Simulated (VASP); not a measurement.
# TaN (P-62m) in VASP: notebook

The runs below take TaN through relaxation of cell and atoms, with LDA.

All numbers are computed with VASP 6.6.1; they aren't measurements. Logs are shortened: lines on timing, memory, paths and dates and some standing lists are left out, and cuts for length are marked.

### 1 The cell of the first run

Symmetry: P-62m, No. 189, hexagonal system. Conventional cell: a = 5.196 Å, b = 5.196 Å, c = 2.911 Å, α = 90.00°, β = 90.00°, γ = 120.00°. Within 2.9 Å of Ta (site symmetry -6) lie 6 N at 2.16 Å. Ta (site symmetry -62m) has 3 N at 2.04 Å within 2.7 Å. N (site symmetry m2m) has 5 Ta at 2.04 to 2.16 Å within 2.7 Å.

### 2 Relaxation of cell and atoms, LDA

Input file INCAR:

```
PREC = Accurate
ENCUT = 600
EDIFF = 1E-6
ISMEAR = -1
SIGMA = 0.05
LREAL = F
LASPH = T
NELM = 100
ALGO = Normal
ISIF = 3
LWAVE = F
LCHARG = F
IBRION = 2
NSW = 80
EDIFFG = -0.02
```

Input file KPOINTS:

```
regular mesh
0
Gamma
  5 5 7
```

Input file POSCAR:

```
TaN
1.0
    5.1960000000      0.0000000000      0.0000000000
   -2.5980000000      4.4998680000      0.0000000000
    0.0000000000      0.0000000000      2.9110000000
Ta N
3 3
Direct
    0.3333333333      0.6666666667      0.5000000000
    0.6666666667      0.3333333333      0.5000000000
    0.0000000000      0.0000000000      0.0000000000
    0.3928500000      0.0000000000      0.0000000000
    0.6071500004      0.6071500008      0.0000000000
   -0.0000000004      0.3928499992      0.0000000000
```

Potentials or basis: VASP PAW LDA potentials, release 64 (Ta_pv, N).

The run is started by

```console
$ cat potpaw_LDA.64/Ta_pv/POTCAR potpaw_LDA.64/N/POTCAR > POTCAR
$ mpirun -np 1 vasp_std > vasp.out
```

OUTCAR:

```text
PREC = Accurate
   ENCUT = 600
   EDIFF = 1E-6
   ISMEAR = -1
   LREAL = F
   LASPH = T
   NELM = 100
   ISIF = 3
   IBRION = 2
   NSW = 80
   EDIFFG = -0.02

 ion  position               nearest neighbor table
   1  0.333  0.667  0.500-   5 2.16   5 2.16   4 2.16   4 2.16   6 2.16   6 2.16   2 3.00   2 3.00
                             2 3.00   3 3.33   3 3.33   3 3.33   3 3.33   3 3.33   3 3.33
   2  0.667  0.333  0.500-   6 2.16   6 2.16   4 2.16   4 2.16   5 2.16   5 2.16   1 3.00   1 3.00
                             1 3.00   3 3.33   3 3.33   3 3.33   3 3.33   3 3.33   3 3.33
   3  0.000  0.000  0.000-   5 2.04   6 2.04   4 2.04   2 3.33   1 3.33   1 3.33   2 3.33   2 3.33
                             2 3.33   1 3.33   1 3.33   2 3.33   2 3.33   1 3.33   1 3.33
   4  0.393  0.000  0.000-   3 2.04   1 2.16   1 2.16   2 2.16   2 2.16
   5  0.607  0.607  0.000-   3 2.04   1 2.16   1 2.16   2 2.16   2 2.16
   6  1.000  0.393  0.000-   3 2.04   2 2.16   2 2.16   1 2.16   1 2.16

  LATTYP: Found a hexagonal cell.
 ALAT       =     5.1960000000
 C/A-ratio  =     0.5602386451

  Lattice vectors:

 A1 = (   5.1960000000,   0.0000000000,   0.0000000000)
 A2 = (  -2.5980000000,   4.4998680000,   0.0000000000)
 A3 = (   0.0000000000,   0.0000000000,   2.9110000000)

Analysis of symmetry for initial positions (statically):
=====================================================================
 Subroutine PRICEL returns:
 Original cell was already a primitive cell.

 Routine SETGRP: Setting up the symmetry group for a
 hexagonal supercell.

 Subroutine GETGRP returns: Found 12 space group operations
 (whereof 12 operations were pure point group operations)
 out of a pool of 24 trial point group operations.

The static configuration has the point symmetry D_3h.

Analysis of symmetry for dynamics (positions and initial velocities):
=====================================================================
 Subroutine PRICEL returns:
 Original cell was already a primitive cell.

 Routine SETGRP: Setting up the symmetry group for a
 hexagonal supercell.

 Subroutine GETGRP returns: Found 12 space group operations
 (whereof 12 operations were pure point group operations)
 out of a pool of 24 trial point group operations.

The dynamic configuration has the point symmetry D_3h.

 Subroutine INISYM returns: Found 12 space group operations
 (whereof 12 operations are pure point group operations),
 and found     1 'primitive' translations

----------------------------------------------------------------------------------------

                                     Primitive cell

  volume of cell :      68.0630

  direct lattice vectors                    reciprocal lattice vectors
     5.196000000  0.000000000  0.000000000     0.192455735  0.111114370  0.000000000
    -2.598000000  4.499868000  0.000000000     0.000000000  0.222228741  0.000000000
     0.000000000  0.000000000  2.911000000     0.000000000  0.000000000  0.343524562

  length of vectors
     5.196000000  5.196000002  2.911000000     0.222228741  0.222228741  0.343524562

  position of ions in fractional coordinates (direct lattice)
     0.333333333  0.666666667  0.500000000
     0.666666667  0.333333333  0.500000000
     0.000000000  0.000000000  0.000000000
     0.392850000  0.000000000  0.000000000
     0.607150000  0.607150001  0.000000000
     1.000000000  0.392849999  0.000000000

  ion indices of the primitive-cell ions
   primitive index   ion index
                 1           1
                 2           2
                 3           3
                 4           4
                 5           5
                 6           6

----------------------------------------------------------------------------------------

 KPOINTS: regular mesh

Automatic generation of k-mesh.
 Grid dimensions read from file:
 generate k-points for:    5    5    7

 Generating k-lattice:

  Cartesian coordinates                     Fractional coordinates (reciprocal lattice)
     0.038491147  0.022222874  0.000000000     0.200000000 -0.000000000  0.000000000
     0.000000000  0.044445748  0.000000000     0.000000000  0.200000000  0.000000000
     0.000000000  0.000000000  0.049074937     0.000000000  0.000000000  0.142857143

  Length of vectors
     0.044445748  0.044445748  0.049074937

  Shift w.r.t. Gamma in fractional coordinates (k-lattice)
     0.000000000  0.000000000  0.000000000

 Subroutine IBZKPT returns following result:
 ===========================================

 Found     20 irreducible k-points:

 Following reciprocal coordinates:
            Coordinates               Weight
  0.000000  0.000000  0.000000      1.000000
  0.200000  0.000000  0.000000      6.000000
  0.400000 -0.000000  0.000000      6.000000
  0.200000  0.200000  0.000000      6.000000
  0.400000  0.200000  0.000000      6.000000
  0.000000  0.000000  0.142857      2.000000
[... 12 lines left out ...]
  0.200000  0.200000  0.428571     12.000000
  0.400000  0.200000  0.428571     12.000000
   k-points           NKPTS =     20   k-points in BZ     NKDIM =     20   number of bands    NBANDS=     28
   number of dos      NEDOS =    301   number of ions     NIONS =      6
   total plane-waves  NPLWV =  42336
   dimension x,y,z NGX =    42 NGY =   42 NGZ =   24
   dimension x,y,z NGXF=    84 NGYF=   84 NGZF=   48
   ions per type =               3   3
   NGX,Y,Z   is equivalent  to a cutoff of  13.44, 13.44, 13.71 a.u.
   NGXF,Y,Z  is equivalent  to a cutoff of  26.88, 26.88, 27.41 a.u.
 SYSTEM =  unknown system
   PREC   = accura    normal or accurate (medium, high low for compatibility)
   ISTART =      0    job   : 0-new  1-cont  2-samecut
   ICHARG =      2    charge: 1-file 2-atom 10-const
   ISPIN  =      1    spin polarized calculation?
   LNONCOLLINEAR =      F non collinear calculations
   LSORBIT =      F    spin-orbit coupling
   LASPH  =      T    aspherical Exc in radial PAW
   ENCUT  =  600.0 eV  44.10 Ry    6.64 a.u.  10.38 10.38  5.81*2*pi/ulx,y,z
   NELM   =    100;   NELMIN=  2; NELMDL= -5     # of ELM steps
   EDIFF  = 0.1E-05   stopping-criterion for ELM
   LREAL  =      F    real-space projection
   EDIFFG = -.2E-01   stopping-criterion for IOM
   NSW    =     80    number of steps for IOM
   IBRION =      2    ionic relax: 0-MD 1-quasi-New 2-CG
   NFREE  =      1    steps in history (QN), initial steepest desc. (CG)
   ISIF   =      3    stress and relaxation
   ISYM   =      2    0-nonsym 1-usesym 2-fastsym
   POTIM  = 0.5000    time-step for ionic-motion
   TEBEG  =    0.0;   TEEND  =   0.0 temperature during run
   PSTRESS=    0.0 pullay stress
   NELECT =      48.0000    total number of electrons
   NUPDOWN=      -1.0000    fix difference up-down
   EMIN   =  10.00;   EMAX   =-10.00  energy-range for DOS
   EFERMI =   0.00;   METHOD = LEGACY
   ISMEAR =    -1;   SIGMA  =   0.05  broadening in eV -4-tet -1-fermi 0-gaus
   EFERMI_NEDOS =   21; number of points for ismear=-14 and -15
   IALGO  =     38    algorithm
   IMIX   =      4    mixing-type and parameters
     AMIX     =   0.40;   BMIX     =  1.00
     AMIX_MAG =   1.60;   BMIX_MAG =  1.00
  volume/ion in A,a.u.               =      11.34        76.55
  Fermi-wavevector in a.u.,A,eV,Ry     =   1.457197  2.753703 28.890916  2.123422
  Thomas-Fermi vector in A             =   2.574026
   LORBIT       =      0    0 simple, 1 ext, 2 COOP (PROOUT), +10 PAW based schemes
   GGA     = CA    functional components
   LHFCALC =     F    Hartree Fock is set to
   AEXX    =    0.0000 exact exchange contribution
   IVDW    =     0    specifies the selected vdW correction
   LEPSILON=     F    determine dielectric tensor
   LRPA    =     F    only Hartree local field effects (RPA)
 conjugate gradient relaxation of ions
 non-spin polarized calculation
  energy-cutoff  :      600.00
  volume of cell :       68.06
 maximum number of plane-waves:      2286
 NGX is ok and might be reduce to    42
   NGX = 21   NGY = 21   NGZ = 11

--------------------------------------- Ionic step        1  -------------------------------------------

 number of electron      48.0000004 magnetization

 Free energy of the ion-electron system (eV)
  ---------------------------------------------------
  ext. energy  EPLUGINS =         0.00000000
  ---------------------------------------------------
  free energy    TOTEN  =       -74.11851878 eV

  energy without entropy =      -74.11639512  energy(sigma->0) =      -74.11745695

------------------------ aborting loop because EDIFF is reached ----------------------------------------

  FORCE on cell =-STRESS in cart. coord.  units (eV):
  Direction    XX          YY          ZZ          XY          YZ          ZX
  --------------------------------------------------------------------------------------
  -------------------------------------------------------------------------------------
  Total       -3.3374848     -3.3374848     -4.0451203      0.0000000      0.0000000      0.0000000
  in kB      -78.5631257    -78.5631257    -95.2205973      0.0000000      0.0000000      0.0000000
  external PRESSURE =     -84.1156162 kB  Pullay stress =       0.0000000 kB
[... 305 lines left out ...]
  energy  without entropy=      -74.1625935043  energy(sigma->0) =      -74.16364345

--------------------------------------- Ionic step        9  -------------------------------------------

 number of electron      48.0000004 magnetization

 Free energy of the ion-electron system (eV)
  ---------------------------------------------------
  ext. energy  EPLUGINS =         0.00000000
  ---------------------------------------------------
  free energy    TOTEN  =       -74.16475031 eV

  energy without entropy =      -74.16265081  energy(sigma->0) =      -74.16370056

 E-fermi :   8.4705     XC(G=0): -13.3762

 val. band max:        8.3518698237   @ k =   0.2000   0.0000   0.1429
 cond. band min:       8.8009109553   @ k =   0.4000  -0.0000   0.2857
 fundamental gap:      0.4490411316
 Fermi energy:         8.4705479942

 k-point     1 :       0.0000    0.0000    0.0000
  band No.  band energies     occupation
      1     -27.5728      2.00000
      2     -27.5728      2.00000
      3     -27.1934      2.00000
      4     -27.1934      2.00000
      5     -26.9818      2.00000
      6     -26.8603      2.00000
[... 642 lines left out ...]
  FREE ENERGIE OF THE ION-ELECTRON SYSTEM (eV)
  ---------------------------------------------------
  free  energy   TOTEN  =       -74.1647503060 eV

  energy  without entropy=      -74.1626508124  energy(sigma->0) =      -74.16370056

 reached required accuracy - stopping structural energy minimisation
```

Run time: 5.4 min. Hardware: 1 thread of Intel Xeon Platinum 8488C (Sapphire Rapids), shared host; peak memory 0.2 GiB.

Results:

- Free energy: -74.1648 eV
- Relaxed volume: 11.06 Å³/atom
- Relaxed cell: a = 5.156 Å, b = 5.156 Å, c = 2.882 Å, α = 90.00°, β = 90.00°, γ = 120.00°
- Space group after relaxing (to 0.05 Å): P-62m (No. 189)
- Energy gained by relaxing: 7.7 meV/atom
- Ionic steps: 9
- Pressure after relaxing: -0.1 GPa
- Largest force after relaxing: 0.005 eV/Å
- Band gap on the k mesh: zero (band 24 reaches 10.17 eV, above the bottom of band 25 at 7.42 eV)

Forces on the atoms (eV/Å):
```
Ta   0.000  0.000  0.000
Ta   0.000  0.000  0.000
Ta   0.000  0.000  0.000
N    0.005  0.000  0.000
N   -0.002 -0.004  0.000
N   -0.002  0.004  0.000
```

Step by step:
```csv
step,energy change (eV),largest force (eV/Å),pressure (GPa),volume (Å³)
1,0.0000,0.0332,-8.41,68.06
2,0.2538,0.3649,25.08,62.36
3,-0.0458,0.0743,-0.21,66.41
4,-0.0458,0.0767,-0.02,66.37
5,-0.0458,0.0790,0.16,66.34
6,-0.0462,0.0055,0.16,66.33
7,-0.0462,0.0139,0.16,66.33
8,-0.0462,0.0050,-0.32,66.41
9,-0.0462,0.0050,-0.09,66.37
```

Final structure:
```yaml
crystal:
  lattice:
    - [5.15637, 0.00000, 0.00000]
    - [-2.57818, 4.46554, 0.00000]
    - [0.00000, 0.00000, 2.88233]
  atoms:
    - { symbol: Ta, position: [0.33333, 0.66667, 0.50000] }
    - { symbol: Ta, position: [0.66667, 0.33333, 0.50000] }
    - { symbol: Ta, position: [0.00000, 0.00000, 0.00000] }
    - { symbol: N, position: [0.39341, 0.00000, 0.00000] }
    - { symbol: N, position: [0.60659, 0.60659, 0.00000] }
    - { symbol: N, position: [0.00000, 0.39341, 0.00000] }
```

Caveat: spin-orbit coupling is left out, which moves the levels of the heavy elements.

### 3 Relaxation of cell and atoms, LDA, target pressure 10 GPa, at which the enthalpy is minimised

Input file INCAR:

```
SYSTEM = TaN
PREC     = Accurate       ! precision mode
ENCUT    = 600            ! plane-wave cutoff, eV
EDIFF    = 1E-6           ! SCF threshold, eV
ISMEAR   = -1             ! smearing method
SIGMA    = 0.05           ! smearing width, eV
LREAL    = .FALSE.        ! projectors in reciprocal space
LASPH    = .TRUE.         ! aspherical terms in the spheres
NELM     = 80             ! most SCF steps
ALGO     = Normal         ! electronic algorithm
ISIF     = 3              ! what is computed and relaxed
LWAVE    = .FALSE.        ! write WAVECAR
LCHARG   = .FALSE.        ! write CHGCAR
IBRION   = 2              ! ionic algorithm
NSW      = 80             ! ionic steps
EDIFFG   = -0.02          ! ionic threshold
PSTRESS  = 100.0
```

Input file KPOINTS:

```
regular mesh
0
G
  5 5 7
  0 0 0
```

POSCAR is that of step 2.

Potentials or basis: VASP PAW LDA potentials, release 64 (Ta_pv, N).

The run is started by

```console
$ cat potpaw_LDA.64/Ta_pv/POTCAR potpaw_LDA.64/N/POTCAR > POTCAR
$ mpirun -np 1 vasp_std > vasp.out
```

Wall time 7.1 min (1 thread of Intel Xeon Platinum 8488C (Sapphire Rapids), shared host); peak memory 0.19 GiB.

Results (log left out):

- Free energy: -74.1111 eV
- Relaxed volume: 10.76 Å³/atom
- Relaxed cell: a = 5.106 Å, b = 5.106 Å, c = 2.859 Å, α = 90.00°, β = 90.00°, γ = 120.00°
- Space group after relaxing (to 0.05 Å): P-62m (No. 189)
- Energy change on relaxing (the enthalpy is what falls): +1.2 meV/atom
- Ionic steps: 9
- Pressure after relaxing: 9.9 GPa
- Band gap on the k mesh: zero (band 24 reaches 10.50 eV, above the bottom of band 25 at 7.73 eV)

Forces in eV/Å, atoms in the order of the input:
```
Ta   0.000  0.000  0.000
Ta   0.000  0.000  0.000
Ta   0.000  0.000  0.000
N   -0.003  0.000  0.000
N    0.001  0.002  0.000
N    0.001 -0.002  0.000
```

Stress tensor (GPa, compression positive):
```
 9.83  0.00  0.00
 0.00  9.83  0.00
 0.00  0.00 10.01
```

The path:
```csv
step,energy change (eV),largest force (eV/Å),pressure (GPa),volume (Å³)
1,0.0000,0.0332,-8.41,68.06
2,2.3451,0.9373,85.58,56.01
3,-0.0036,0.1848,8.82,64.80
4,0.0058,0.1966,9.74,64.64
5,0.0100,0.2013,10.19,64.58
6,0.0105,0.0214,10.24,64.52
7,0.0108,0.0014,10.25,64.52
8,0.0026,0.0071,9.40,64.65
9,0.0074,0.0027,9.89,64.57
```

Final structure:
```
Ta N
1.0
     5.10637    0.00000    0.00000
    -2.55319    4.42225    0.00000
     0.00000    0.00000    2.85946
Ta N
3 3
Cartesian
  0.0000 2.9482 1.4297
  2.5532 1.4741 1.4297
  0.0000 0.0000 0.0000
  2.0151 0.0000 0.0000
  1.5456 2.6771 0.0000
  4.0988 1.7451 0.0000
```

Levels at points of the mesh, in eV from the Fermi level:
```
           k point  band 21  band 22  band 23  band 24  band 25  band 26  band 27  band 28
(0.00, 0.00, 0.00)    -4.40    -3.38    -2.00    -1.01    -1.01     0.54     0.54     1.97
```

Caveat: the cell is relaxed towards a set pressure, so the enthalpy falls and the energy may rise; spin-orbit coupling is left out, which moves the levels of the heavy elements. Zero-point motion and thermal expansion aren't in these numbers.

### 4 Relaxation of cell and atoms, LDA, target pressure 20 GPa, at which the enthalpy is minimised

Input file INCAR:

```
ALGO     = Normal         # electronic algorithm
EDIFF    = 1E-6           # SCF threshold, eV
EDIFFG   = -0.02          # ionic threshold
ENCUT    = 600            # plane-wave cutoff, eV
IBRION   = 2              # ionic algorithm
ISIF     = 3              # what is computed and relaxed
ISMEAR   = -1             # smearing method
LASPH    = T              # aspherical terms in the spheres
LCHARG   = F              # write CHGCAR
LREAL    = F              # projectors in reciprocal space
LWAVE    = F              # write WAVECAR
NELM     = 100            # most SCF steps
NSW      = 80             # ionic steps
PREC     = Accurate       # precision mode
PSTRESS  = 200.0        
SIGMA    = 0.05           # smearing width, eV
```

Input file KPOINTS:

```
k-points
0
Gamma
  5 5 7
```

POSCAR is that of step 3.

The run is started by

```console
$ cat potpaw_LDA.64/Ta_pv/POTCAR potpaw_LDA.64/N/POTCAR > POTCAR
$ mpirun -np 1 vasp_std > vasp.out
```

Run time: 8.4 min. Hardware: 1 thread of Intel Xeon Platinum 8488C (Sapphire Rapids), shared host; peak memory 0.21 GiB.

The run converged. Its results:

| Item | Value |
| --- | --- |
| Free energy | -73.9657 eV |
| Relaxed volume | 10.50 Å³/atom |
| Relaxed cell | a = 5.062 Å, b = 5.062 Å, c = 2.839 Å, α = 90.00°, β = 90.00°, γ = 120.00° |
| Space group after relaxing (to 0.05 Å) | P-62m (No. 189) |
| Energy change on relaxing (the enthalpy is what falls) | +25.5 meV/atom |
| Ionic steps | 10 |
| Pressure after relaxing | 19.9 GPa |
| Largest force after relaxing | 0.006 eV/Å |
| Band gap on the k mesh | zero (band 24 reaches 10.80 eV, above the bottom of band 25 at 8.01 eV) |

Forces in eV/Å, atoms in the order of the input:
```
Ta   0.000  0.000  0.000
Ta   0.000  0.000  0.000
Ta   0.000  0.000  0.000
N   -0.006  0.000  0.000
N    0.003  0.005  0.000
N    0.003 -0.005  0.000
```

Stress tensor (GPa, compression positive):
```
19.78  0.00  0.00
 0.00 19.78  0.00
 0.00  0.00 20.10
```

The path:
```
step  energy change (eV)  largest force (eV/Å)  pressure (GPa)  volume (Å³)
   1              0.0000                0.0332           -8.41        68.06
   2              7.0746                1.6314          178.78        50.11
   3              0.0982                0.2786           16.88        63.53
   4              0.1376                0.3052           19.23        63.18
   5              0.1509                0.3139           19.93        63.07
   6              0.1632                0.3214           20.61        62.97
   7              0.1672                0.0263           20.75        62.89
   8              0.1681                0.0015           20.77        62.88
   9              0.1202                0.0198           17.99        63.27
  10              0.1528                0.0058           19.89        63.00
```

Final structure:
```xyz
6
Lattice="5.0619 0.0000 0.0000 -2.5309 4.3837 0.0000 0.0000 0.0000 2.8390" Properties=species:S:1:pos:R:3 pbc="T T T"
Ta    0.0000    2.9225    1.4195
Ta    2.5309    1.4612    1.4195
Ta    0.0000    0.0000    0.0000
N     2.0028    0.0000    0.0000
N     1.5296    2.6493    0.0000
N     4.0605    1.7344    0.0000
```

Levels at points of the mesh, in eV from the Fermi level:
| k point | band 20 | band 21 | band 22 | band 23 | band 24 | band 25 | band 26 | band 27 | band 28 |
| --- | --- | --- | --- | --- | --- | --- | --- | --- | --- |
| (0.00, 0.00, 0.00) | -5.29 | -4.49 | -3.44 | -2.03 | -1.05 | -1.05 | 0.53 | 0.53 | 2.08 |

Caveat: the cell is relaxed towards a set pressure, so the enthalpy falls and the energy may rise; spin-orbit coupling is left out, which moves the levels of the heavy elements. LDA usually gives volumes a few per cent too small.

[end of part 1 of 2]
